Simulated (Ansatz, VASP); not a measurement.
GaN in VASP and in Ansatz

```
Ga N
1.0
     3.18082    0.00000    0.00000
     0.00000    4.49836    0.00000
     0.00000    0.00000   21.79743
Ga N
4 4
Direct
  0.50000 0.50000 0.18351
  0.00000 0.00000 0.25647
  0.50000 0.49412 0.33186
  0.00000 0.94937 0.39318
  0.00000 0.25000 0.18351
  0.50000 0.75000 0.25647
  0.00000 0.25243 0.33132
  0.50000 0.74855 0.40360
```

Alike in both runs: task single point; functional PBEsol; k mesh 8 × 6 × 1; occupations gaussian, width 0.05 eV; no spin polarisation.

|  | VASP | Ansatz |
| --- | --- | --- |
| version | VASP 6.6.1 | Ansatz 0.2.0 |
| potentials or method | VASP PAW PBE potentials, release 64 (Ga_d, N), cutoff 520 eV | scalar-relativistic, plane waves, PAW |
| valence electrons in the cell | 72 | 72 |

VASP gave:

* gap on the k mesh at the Fermi level (eV): 1.01
* least direct gap on the mesh (eV): 1.06
* rms of the force components (eV/Å): 0.691

Question: Estimate Ansatz's values.

Answer: gap on the k mesh at the Fermi level (eV): 1.02; least direct gap on the mesh (eV): 1.06; rms of the force components (eV/Å): 0.686.

VASP's potentials were made for PBE, not for PBEsol, and Ansatz warns of the same on its side.
